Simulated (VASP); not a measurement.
# TiW (Cmmm) in VASP: single point with LDA

Aim: the single point of TiW with LDA.

All numbers are computed with VASP 6.6.1; they aren't measurements. Logs are shortened: lines on timing, memory, paths and dates and some standing lists are left out, and cuts for length are marked.

## Step 1: The cell of the first run

It takes space group Cmmm (No. 65, orthorhombic). The conventional cell has a = 3.187 Å, b = 4.509 Å, c = 4.468 Å, α = 90.00°, β = 90.00°, γ = 90.00°. Within 3.6 Å of Ti (site symmetry mmm) lie 8 W at 2.74 to 3.17 Å and 6 Ti at 2.76 to 3.19 Å. Within 3.6 Å of W (site symmetry mmm) lie 8 Ti at 2.74 to 3.17 Å and 6 W at 2.76 to 3.19 Å.

## Step 2: Single point, LDA

The input, INCAR:

```
SYSTEM = TiW
PREC     = Accurate       ! precision mode
ENCUT    = 520            ! plane-wave cutoff, eV
EDIFF    = 1E-7           ! SCF threshold, eV
ISMEAR   = 0              ! smearing method
SIGMA    = 0.15           ! smearing width, eV
LREAL    = .False.        ! projectors in reciprocal space
LASPH    = .True.         ! aspherical terms in the spheres
NELM     = 100            ! most SCF steps
ALGO     = Fast           ! electronic algorithm
ISIF     = 2              ! what is computed and relaxed
LWAVE    = .False.        ! write WAVECAR
LCHARG   = .False.        ! write CHGCAR
NBANDS   = 20             ! bands
```

The input, KPOINTS:

```
Automatic mesh
0
Gamma
  18 18 12
  0 0 0
```

The input, POSCAR:

```
TiW
1.0
    1.5937252200     -2.2546343387      0.0000000000
    1.5937252200      2.2546343387      0.0000000000
    0.0000000000      0.0000000000      4.4681168022
Ti W
1 1
Direct
    0.0000000000      0.0000000000      0.0000000000
    0.5000000000      0.5000000000      0.5000000000
```

Potentials or basis: VASP PAW LDA potentials, release 64 (Ti_sv, W_sv).

Started as:

```
$ cat potpaw_LDA.64/Ti_sv/POTCAR potpaw_LDA.64/W_sv/POTCAR > POTCAR
$ mpirun -np 1 vasp_std > vasp.out
```

OUTCAR:

```text
SYSTEM = TiW
   PREC = Accurate
   ENCUT = 520
   EDIFF = 1E-7
   ISMEAR = 0
   LREAL = .False.
   LASPH = .True.
   NELM = 100
   ISIF = 2

 ion  position               nearest neighbor table
   1  0.000  0.000  0.000-   2 2.74   2 2.74   2 2.74   2 2.74   2 3.17   2 3.17   2 3.17   2 3.17

   2  0.500  0.500  0.500-   1 2.74   1 2.74   1 2.74   1 2.74   1 3.17   1 3.17   1 3.17   1 3.17

  LATTYP: Found a base centered orthorhombic cell.
 ALAT       =     3.1874504400
 B/A-ratio  =     1.4146945222
 C/A-ratio  =     1.4017839293

  Lattice vectors:

 A1 = (   1.5937252200,  -2.2546343387,   0.0000000000)
 A2 = (   1.5937252200,   2.2546343387,   0.0000000000)
 A3 = (   0.0000000000,   0.0000000000,   4.4681168022)

Analysis of symmetry for initial positions (statically):
=====================================================================
 Subroutine PRICEL returns:
 Original cell was already a primitive cell.

 Routine SETGRP: Setting up the symmetry group for a
 base centered orthorhombic supercell.

 Subroutine GETGRP returns: Found  8 space group operations
 (whereof  8 operations were pure point group operations)
 out of a pool of  8 trial point group operations.

The static configuration has the point symmetry D_2h.

Analysis of symmetry for dynamics (positions and initial velocities):
=====================================================================
 Subroutine PRICEL returns:
 Original cell was already a primitive cell.

 Routine SETGRP: Setting up the symmetry group for a
 base centered orthorhombic supercell.

 Subroutine GETGRP returns: Found  8 space group operations
 (whereof  8 operations were pure point group operations)
 out of a pool of  8 trial point group operations.

The dynamic configuration has the point symmetry D_2h.

 Subroutine INISYM returns: Found  8 space group operations
 (whereof  8 operations are pure point group operations),
 and found     1 'primitive' translations

----------------------------------------------------------------------------------------

                                     Primitive cell

  volume of cell :      32.1103

  direct lattice vectors                    reciprocal lattice vectors
     1.593725220 -2.254634339  0.000000000     0.313730368 -0.221765451  0.000000000
     1.593725220  2.254634339  0.000000000     0.313730368  0.221765451  0.000000000
     0.000000000  0.000000000  4.468116802     0.000000000  0.000000000  0.223807936

  length of vectors
     2.761038949  2.761038949  4.468116802     0.384196120  0.384196120  0.223807936

  position of ions in fractional coordinates (direct lattice)
     0.000000000  0.000000000  0.000000000
     0.500000000  0.500000000  0.500000000

  ion indices of the primitive-cell ions
   primitive index   ion index
                 1           1
                 2           2

----------------------------------------------------------------------------------------

 KPOINTS: Automatic mesh

Automatic generation of k-mesh.
 Grid dimensions read from file:
 generate k-points for:   18   18   12

 Generating k-lattice:

  Cartesian coordinates                     Fractional coordinates (reciprocal lattice)
     0.017429465 -0.012320303  0.000000000     0.055555556  0.000000000  0.000000000
     0.017429465  0.012320303  0.000000000     0.000000000  0.055555556  0.000000000
     0.000000000  0.000000000  0.018650661     0.000000000  0.000000000  0.083333333

  Length of vectors
     0.021344229  0.021344229  0.018650661

  Shift w.r.t. Gamma in fractional coordinates (k-lattice)
     0.000000000  0.000000000  0.000000000

 Subroutine IBZKPT returns following result:
 ===========================================

 Found    637 irreducible k-points:

 Following reciprocal coordinates:
            Coordinates               Weight
  0.000000  0.000000  0.000000      1.000000
  0.055556 -0.000000  0.000000      4.000000
  0.111111 -0.000000  0.000000      4.000000
  0.166667  0.000000  0.000000      4.000000
  0.222222  0.000000  0.000000      4.000000
  0.277778  0.000000  0.000000      4.000000
[... 16 lines left out ...]
 -0.277778  0.055556  0.000000      4.000000
 -0.222222  0.055556  0.000000      4.000000
 [... further k-points ...]
   k-points           NKPTS =    637   k-points in BZ     NKDIM =    637   number of bands    NBANDS=     20
   number of dos      NEDOS =    301   number of ions     NIONS =      2
   total plane-waves  NPLWV =  20736
   dimension x,y,z NGX =    24 NGY =   24 NGZ =   36
   dimension x,y,z NGXF=    48 NGYF=   48 NGZF=   72
   ions per type =               1   1
   NGX,Y,Z   is equivalent  to a cutoff of  14.45, 14.45, 13.39 a.u.
   NGXF,Y,Z  is equivalent  to a cutoff of  28.90, 28.90, 26.79 a.u.
 SYSTEM =  TiW
   PREC   = accura    normal or accurate (medium, high low for compatibility)
   ISTART =      0    job   : 0-new  1-cont  2-samecut
   ICHARG =      2    charge: 1-file 2-atom 10-const
   ISPIN  =      1    spin polarized calculation?
   LNONCOLLINEAR =      F non collinear calculations
   LSORBIT =      F    spin-orbit coupling
   LASPH  =      T    aspherical Exc in radial PAW
   ENCUT  =  520.0 eV  38.22 Ry    6.18 a.u.   5.13  5.13  8.31*2*pi/ulx,y,z
   NELM   =    100;   NELMIN=  2; NELMDL= -5     # of ELM steps
   EDIFF  = 0.1E-06   stopping-criterion for ELM
   LREAL  =      F    real-space projection
   EDIFFG = 0.1E-05   stopping-criterion for IOM
   NSW    =      0    number of steps for IOM
   IBRION =     -1    ionic relax: 0-MD 1-quasi-New 2-CG
   NFREE  =      0    steps in history (QN), initial steepest desc. (CG)
   ISIF   =      2    stress and relaxation
   ISYM   =      2    0-nonsym 1-usesym 2-fastsym
   POTIM  = 0.5000    time-step for ionic-motion
   TEBEG  =    0.0;   TEEND  =   0.0 temperature during run
   PSTRESS=    0.0 pullay stress
   NELECT =      26.0000    total number of electrons
   NUPDOWN=      -1.0000    fix difference up-down
   EMIN   =  10.00;   EMAX   =-10.00  energy-range for DOS
   EFERMI =   0.00;   METHOD = LEGACY
   ISMEAR =     0;   SIGMA  =   0.15  broadening in eV -4-tet -1-fermi 0-gaus
   EFERMI_NEDOS =   21; number of points for ismear=-14 and -15
   IALGO  =     68    algorithm
   IMIX   =      4    mixing-type and parameters
     AMIX     =   0.40;   BMIX     =  1.00
     AMIX_MAG =   1.60;   BMIX_MAG =  1.00
  volume/ion in A,a.u.               =      16.06       108.35
  Fermi-wavevector in a.u.,A,eV,Ry     =   1.525871  2.883479 31.678219  2.328283
  Thomas-Fermi vector in A             =   2.633982
   LORBIT       =      0    0 simple, 1 ext, 2 COOP (PROOUT), +10 PAW based schemes
   GGA     = CA    functional components
   LHFCALC =     F    Hartree Fock is set to
   AEXX    =    0.0000 exact exchange contribution
   IVDW    =     0    specifies the selected vdW correction
   LEPSILON=     F    determine dielectric tensor
   LRPA    =     F    only Hartree local field effects (RPA)
 non-spin polarized calculation
 RMM-DIIS sequential band-by-band and
 Gauss-broadening in eV      SIGMA  =   0.15
  energy-cutoff  :      520.00
  volume of cell :       32.11
 maximum number of plane-waves:       878
 NGX is ok and might be reduce to    24
   NGX = 11   NGY = 11   NGZ = 17

 number of electron      25.9999999 magnetization

 Free energy of the ion-electron system (eV)
  ---------------------------------------------------
  ext. energy  EPLUGINS =         0.00000000
  ---------------------------------------------------
  free energy    TOTEN  =       -22.72682899 eV

  energy without entropy =      -22.69379961  energy(sigma->0) =      -22.71031430

 E-fermi :   9.5118     XC(G=0): -12.9764

 val. band max:        9.5116740996   @ k =   0.3333   0.0000   0.1667
 cond. band min:       9.5127944741   @ k =   0.2778   0.0000   0.4167
 fundamental gap:      0.0011203745
 Fermi energy:         9.5117881959

 k-point     1 :       0.0000    0.0000    0.0000
  band No.  band energies     occupation
      1     -63.4201      2.00000
      2     -46.1203      2.00000
      3     -27.9661      2.00000
      4     -27.5328      2.00000
      5     -27.3453      2.00000
      6     -22.6577      2.00000
[... 12 lines left out ...]
     19      13.0515      0.00000
     20      15.0810      0.00000

 k-point     2 :       0.0556   -0.0000    0.0000
  band No.  band energies     occupation
      1     -63.4182      2.00000
      2     -46.1175      2.00000
      3     -27.9616      2.00000
      4     -27.5470      2.00000
      5     -27.3604      2.00000
      6     -22.6573      2.00000
[... 12 lines left out ...]
     19      13.1847      0.00000
     20      15.2429      0.00000

 k-point     3 :       0.1111   -0.0000    0.0000
  band No.  band energies     occupation
      1     -63.4127      2.00000
      2     -46.1096      2.00000
      3     -27.9485      2.00000
      4     -27.5986      2.00000
      5     -27.3926      2.00000
      6     -22.6562      2.00000
[... 12 lines left out ...]
     19      13.3448      0.00000
     20      15.7456      0.00000

 k-point     4 :       0.1667    0.0000    0.0000
  band No.  band energies     occupation
      1     -63.4043      2.00000
      2     -46.0975      2.00000
      3     -27.9283      2.00000
      4     -27.6982      2.00000
      5     -27.4195      2.00000
      6     -22.6547      2.00000
[... 12 lines left out ...]
     19      13.3550      0.00000
     20      16.5292      0.00000

 k-point     5 :       0.2222    0.0000    0.0000
  band No.  band energies     occupation
      1     -63.3940      2.00000
      2     -46.0826      2.00000
      3     -27.9034      2.00000
      4     -27.8340      2.00000
      5     -27.4363      2.00000
      6     -22.7191      2.00000
[... 12 lines left out ...]
     19      13.2463      0.00000
     20      17.4766      0.00000
[... 353 lines left out ...]
      6     -22.9989      2.00000
[... 12 lines left out ...]
     19      13.8674      0.00000
     20      18.9062      0.00000

 k-point    22 :      -0.3333    0.0556    0.0000
  band No.  band energies     occupation
      1     -63.3724      2.00000
      2     -46.0517      2.00000
      3     -28.1019      2.00000
      4     -27.8562      2.00000
      5     -27.4679      2.00000
      6     -22.9131      2.00000
[... 12 lines left out ...]
     19      12.9636      0.00000
     20      19.1757      0.00000

 k-point    23 :      -0.2778    0.0556    0.0000
  band No.  band energies     occupation
      1     -63.3828      2.00000
      2     -46.0668      2.00000
      3     -27.9598      2.00000
      4     -27.8819      2.00000
      5     -27.4608      2.00000
      6     -22.8091      2.00000
[... 12 lines left out ...]
     19      13.2950      0.00000
     20      18.0886      0.00000

 k-point    24 :      -0.2222    0.0556    0.0000
  band No.  band energies     occupation
      1     -63.3937      2.00000
      2     -46.0826      2.00000
      3     -27.9080      2.00000
      4     -27.8098      2.00000
      5     -27.4532      2.00000
      6     -22.6997      2.00000
[... 12 lines left out ...]
     19      13.5961      0.00000
     20      17.0345      0.00000

 [... further k-points ...]

------------------------ aborting loop because EDIFF is reached ----------------------------------------

  FORCE on cell =-STRESS in cart. coord.  units (eV):
  Direction    XX          YY          ZZ          XY          YZ          ZX
  --------------------------------------------------------------------------------------
  -------------------------------------------------------------------------------------
  Total       -2.1447044     -1.6870065     -2.0090113      0.0000000      0.0000000      0.0000000
  in kB     -107.0123605    -84.1750263   -100.2418090      0.0000000      0.0000000      0.0000000
  external PRESSURE =     -97.1430653 kB  Pullay stress =       0.0000000 kB

 VOLUME and BASIS-vectors are now :
 -----------------------------------------------------------------------------
  energy-cutoff  :      520.00
  volume of cell :       32.11
      direct lattice vectors                 reciprocal lattice vectors
     1.593725220 -2.254634339  0.000000000     0.313730368 -0.221765451  0.000000000
     1.593725220  2.254634339  0.000000000     0.313730368  0.221765451  0.000000000
     0.000000000  0.000000000  4.468116802     0.000000000  0.000000000  0.223807936

 POSITION                                       TOTAL-FORCE (eV/Angst)
 -----------------------------------------------------------------------------------
      0.00000      0.00000      0.00000         0.000000      0.000000      0.000000
      1.59373      0.00000      2.23406         0.000000      0.000000      0.000000
 -----------------------------------------------------------------------------------
    total drift:                                0.000000      0.000000     -0.000000

  FREE ENERGIE OF THE ION-ELECTRON SYSTEM (eV)
  ---------------------------------------------------
  free  energy   TOTEN  =       -22.7268289911 eV

  energy  without entropy=      -22.6937996085  energy(sigma->0) =      -22.71031430
```

It took 17 min on 1 thread of Intel Xeon Platinum 8375C at 2.90GHz (Ice Lake), shared host; peak memory 0.49 GiB.

Results:

- Free energy: -22.7268 eV
- Pressure: -9.7 GPa
- Band gap on the k mesh: zero (bands 13 and 14 overlap by 2.45 eV)

Stress tensor (GPa, compression positive):
```
-10.70   0.00   0.00
  0.00  -8.42   0.00
  0.00   0.00 -10.02
```

Levels at points of the mesh, in eV from the Fermi level:
```
           k point  band 9  band 10  band 11  band 12  band 13  band 14  band 15  band 16  band 17  band 18
(0.00, 0.00, 0.00)   -7.56    -4.04    -2.04     0.30     0.44     0.63     1.63     2.87     2.92     2.98
(0.50, 0.00, 0.00)   -3.96    -2.32    -1.81    -1.36    -0.64    -0.05     2.62     2.67     3.34     3.73
(0.50, 0.50, 0.00)   -4.59    -3.75    -3.24    -1.64     1.47     3.00     3.55     4.34     4.82     4.93
(0.00, 0.00, 0.50)   -6.28    -4.03    -1.71    -0.87     0.11     0.44     2.33     2.36     2.49     2.53
(0.50, 0.00, 0.50)   -4.45    -4.00    -1.96    -0.97     1.46     1.58     2.83     2.95     3.43     3.63
(0.50, 0.50, 0.50)   -3.92    -2.77    -1.76    -1.15     0.21     1.16     1.19     1.88     4.39     6.20
```

Caveat: the cell stands under tension; spin-orbit coupling is left out, which moves the levels of the heavy elements.
